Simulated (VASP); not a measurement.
Write the native input for VASP 6.6.1 that does the following.

```
Task                   : single point
Functional             : SVWN5
Potentials or basis    : VASP PAW PBE potentials, release 64 (I, Cu)
Cutoff                 : 520 eV
k mesh                 : 8 × 8 × 8
Occupations            : fermi-dirac, width 0.05 eV
Spin                   : no spin polarisation
Dipole correction      : no
Further INCAR settings : ALGO = Normal; EDIFF = 1e-06; NBANDS = 16
```

The structure of CuI lies in POSCAR:

```
CuI
1.0
    0.0000000000      3.0315000000      3.0315000000
    3.0315000000      0.0000000000      3.0315000000
    3.0315000000      3.0315000000      0.0000000000
I Cu
1 1
Direct
    0.0000000000      0.0000000000      0.0000000000
    0.7500000000      0.7500000000      0.7500000000
```

One way to write it, as run:

INCAR

```
SYSTEM = CuI
PREC = Accurate
ENCUT = 520
EDIFF = 1E-6
ISMEAR = -1
SIGMA = 0.05
LREAL = .FALSE.
LASPH = .TRUE.
NELM = 100
ALGO = Normal
ISIF = 2
LWAVE = .FALSE.
LCHARG = .FALSE.
GGA = VW
NBANDS = 16
```

KPOINTS

```
regular mesh
0
G
  8 8 8
  0 0 0
```

Potentials or basis: VASP PAW PBE potentials, release 64 (I, Cu).

Launch:

```bash
$ cat potpaw_PBE.64/I/POTCAR potpaw_PBE.64/Cu/POTCAR > POTCAR
$ mpirun -np 1 vasp_std > vasp.out
```

It gave:

* Pressure: -4.3 GPa
* Band gap on the k mesh: 0.96 eV

Caveat: the cell stands under tension; the PAW data sets were made with another functional, which shifts forces and pressure a little; spin-orbit coupling is left out, which moves the levels of the heavy elements.

Wall time 17 s on 1 thread of AMD EPYC 7R43 64-Core Processor (Zen 3) (shared host), peak memory 0.13 GiB.
